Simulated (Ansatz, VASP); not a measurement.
# AlNi3 in VASP and in Ansatz

```
Al Ni
1.0
     3.63663    0.00000    0.00000
     0.00000    3.63663    0.00000
     0.00000    0.00000    3.63663
Al Ni
1 3
Direct
  0.00000 0.00000 0.00000
  0.00000 0.50000 0.50000
  0.50000 0.00000 0.50000
  0.50000 0.50000 0.00000
```

Alike in both runs: task single point; functional PBE; k mesh 12 × 12 × 12; occupations gaussian, width 0.1 eV; collinear spin.

```csv
,VASP,Ansatz
version,VASP 6.6.1,Ansatz 0.2.0
potentials or method,"VASP PAW PBE potentials, release 64 (Al, Ni), cutoff 520 eV","scalar-relativistic, plane waves, PAW"
valence electrons in the cell,33,57
```

Ansatz gave:

* gap on the k mesh at the Fermi level (eV): none
* pressure (GPa): -9.3
* net moment per atom (μB): 0.19
* size of the moment on the site where the two differ most (μB): 0.29

Which values does VASP return?

gap on the k mesh at the Fermi level (eV): none; pressure (GPa): -9.1; net moment per atom (μB): 0.18; size of the moment on the site where the two differ most (μB): 0.27.

Site moments also hang on the region over which each program counts them. A gap of «none» marks a metal or a gap that the smearing closes. VASP's potentials hold 33 valence electrons a cell and Ansatz's 57, so a difference there can come from the potentials and not from the codes.
